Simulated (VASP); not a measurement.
A run of VASP 6.6.1 is set up as follows.

Contents of POSCAR:

```
TePb
1.0
    0.0000000000      3.2270013417      3.2270013417
    3.2270013417      0.0000000000      3.2270013417
    3.2270013417      3.2270013417      0.0000000000
Pb Te
1 1
Direct
    0.5000000000      0.5000000000      0.5000000000
    0.0000000000      0.0000000000      0.0000000000
```

File INCAR.step1:

```
  PREC = Accurate
  ENCUT = 520
  EDIFF = 1E-5
  ISMEAR = 0
  SIGMA = 0.05
  LREAL = F
  LASPH = T
  NELM = 100
  ALGO = Normal
  ISIF = 2
  LWAVE = T
  LCHARG = F
  GGA = PE
  NBANDS = 17
```

INCAR.step2

```
  PREC = Accurate
  ENCUT = 520
  EDIFF = 1E-6
  ISMEAR = 0
  SIGMA = 0.05
  LREAL = F
  LASPH = T
  NELM = 100
  ALGO = Normal
  ISIF = 2
  LWAVE = F
  LCHARG = F
  GGA = PE
  LHFCALC = T
  AEXX = 0.25
  HFSCREEN = 0.6
  PRECFOCK = Normal
  ISTART = 1
  NBANDS = 17
```

The input KPOINTS:

```
regular mesh
0
Gamma
  4 4 4
```

Potentials or basis: VASP PAW PBE potentials, release 64 (Pb_d, Te).

Run with:

```sh
$ cat potpaw_PBE.64/Pb_d/POTCAR potpaw_PBE.64/Te/POTCAR > POTCAR
$ cp INCAR.step1 INCAR
$ mpirun -np 1 vasp_std > vasp.out
$ cp INCAR.step2 INCAR
$ mpirun -np 1 vasp_std > vasp.out
```

(1) Estimate the band gap on the k mesh.

(2) Predict the pressure.

Results:

(1) 0.78 eV.

(2) 1.6 GPa.

Caveat: the k points lie up to 0.42 Å⁻¹ apart; the PAW data sets were made with another functional, which shifts forces and pressure a little; spin-orbit coupling is left out, which moves the levels of the heavy elements.
